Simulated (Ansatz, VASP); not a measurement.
**Two plane-wave programs on TaSi2**

File POSCAR:

```
TaSi2
1.0
    4.5409691634      0.0000000000      0.0000000000
   -2.2704845817      3.9325946533      0.0000000000
    0.0000000000      0.0000000000      6.3908865103
Ta Si
3 6
Direct
    0.5000000000      0.0000000000      0.0000000000
    0.5000000000      0.5000000000      0.6666666667
    0.0000000000      0.5000000000      0.3333333333
    0.1582725695      0.3165451391      0.0000000000
    0.8417274305      0.1582725695      0.6666666667
    0.6834548609      0.8417274305      0.3333333333
    0.8417274305      0.6834548609      0.0000000000
    0.1582725695      0.8417274305      0.6666666667
    0.3165451391      0.1582725695      0.3333333333
```

Contents of INCAR.step1:

```
SYSTEM = TaSi2
ALGO = Normal ; EDIFF = 1E-5
ENCUT = 550 ; GGA = PE
GGA_COMPAT = .False. ; ISMEAR = 0
LASPH = .True. ; LCHARG = .False.
LREAL = .False. ; LWAVE = .True.
NBANDS = 38 ; NELM = 120
PREC = Accurate ; SIGMA = 0.15
```

The input INCAR.step2:

```
SYSTEM = TaSi2
ALGO = Normal ; EDIFF = 1E-6
ENCUT = 550 ; GGA_COMPAT = .False.
ISIF = 2 ; ISMEAR = 0
ISTART = 1 ; LASPH = .True.
LCHARG = .False. ; LMIXTAU = .True.
LREAL = .False. ; LWAVE = .False.
METAGGA = R2SCAN ; NBANDS = 38
NELM = 120 ; PREC = Accurate
SIGMA = 0.15
```

File KPOINTS:

```
k-points
0
Gamma
  12 12 6
  0 0 0
```

Input for Ansatz:

```yaml
crystal:
  lattice:
    - [4.5409691634, 0.0, 0.0]
    - [-2.2704845817, 3.9325946533, 0.0]
    - [0.0, 0.0, 6.3908865103]
  atoms:
    - { symbol: Ta, position: [0.5, 0.0, 0.0] }
    - { symbol: Ta, position: [0.5, 0.5, 0.6666666667] }
    - { symbol: Ta, position: [0.0, 0.5, 0.3333333333] }
    - { symbol: Si, position: [0.1582725695, 0.3165451391, 0.0] }
    - { symbol: Si, position: [0.8417274305, 0.1582725695, 0.6666666667] }
    - { symbol: Si, position: [0.6834548609, 0.8417274305, 0.3333333333] }
    - { symbol: Si, position: [0.8417274305, 0.6834548609, 0.0] }
    - { symbol: Si, position: [0.1582725695, 0.8417274305, 0.6666666667] }
    - { symbol: Si, position: [0.3165451391, 0.1582725695, 0.3333333333] }
basis:
  ecutwfc: 500
kpoints:
  mp_grid: { grid: [12, 12, 6] }
hamiltonian:
  xc: r2scan
scf:
  occupations: { method: gaussian, width: 0.15 }
output:
  forces: true
  stress: true
  eigenvalues: true
```

Change from the starting cell: strain -0.050 along x and y, -0.025 along z, atoms carried along.

Alike in both runs: task single point; functional r2SCAN; k mesh 12 × 12 × 6; occupations gaussian, width 0.15 eV; no spin polarisation.

|  | VASP | Ansatz |
| --- | --- | --- |
| version | VASP 6.6.1 | Ansatz 0.2.0 |
| potentials or method | VASP PAW PBE potentials, release 64 (Ta_pv, Si), cutoff 550 eV | scalar-relativistic, plane waves, PAW |
| valence electrons in the cell | 57 | 63 |

|  | VASP | Ansatz | Ansatz less VASP |
| --- | --- | --- | --- |
| gap on the k mesh at the Fermi level (eV) | none | none | - |
| pressure (GPa) | 32.9 | 32.4 | -0.50 |
| traceless stress, the component that is largest in VASP (GPa) | -4.38 | -4.34 | +0.048 |
| rms of the force components (eV/Å) | 0.091 | 0.098 | +0.0064 |

VASP's potentials were made for PBE, not for r2SCAN. Atom by atom the forces differ by 0.006 eV/Å (rms over components). A gap of «none» marks a metal or a gap that the smearing closes. Both programs put the cell under a high pressure, so it lies far from rest at this level. The functional is the same, so the differences come from potentials, cutoffs and numerics. VASP's potentials hold 57 valence electrons a cell and Ansatz's 63, so a difference there can come from the potentials and not from the codes.

Neither program's run includes spin-orbit coupling.
